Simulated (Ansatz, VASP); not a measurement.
# CdTe in VASP and in Ansatz

```
Cd Te
1.0
     0.00000    3.31002    3.31002
     3.31002    0.00000    3.31002
     3.31002    3.31002    0.00000
Cd Te
1 1
Direct
  0.00000 0.00000 0.00000
  0.25000 0.25000 0.25000
```

Alike in both runs: functional PBE; k mesh 6 × 6 × 6; occupations gaussian, width 0.02 eV; no spin polarisation.

Ansatz relaxed the structure, and its values are those at the end. VASP's run is a single point on that final structure, the one shown.

```csv
,VASP,Ansatz
version,VASP 6.6.1,Ansatz 0.2.0
potentials or method,"VASP PAW PBE potentials, release 64 (Cd, Te), cutoff 520 eV","scalar-relativistic, plane waves, PAW"
valence electrons in the cell,18,36
```

VASP gave:

* gap on the k mesh at the Fermi level (eV): 0.58
* least direct gap on the mesh (eV): 0.58
* pressure (GPa): 0.1

Task: What did Ansatz give for the same quantities?

Result: gap on the k mesh at the Fermi level (eV): 0.58; least direct gap on the mesh (eV): 0.58; pressure (GPa): 0.0.

VASP's potentials hold 18 valence electrons a cell and Ansatz's 36, so a difference there can come from the potentials and not from the codes.

Neither program's run includes spin-orbit coupling.
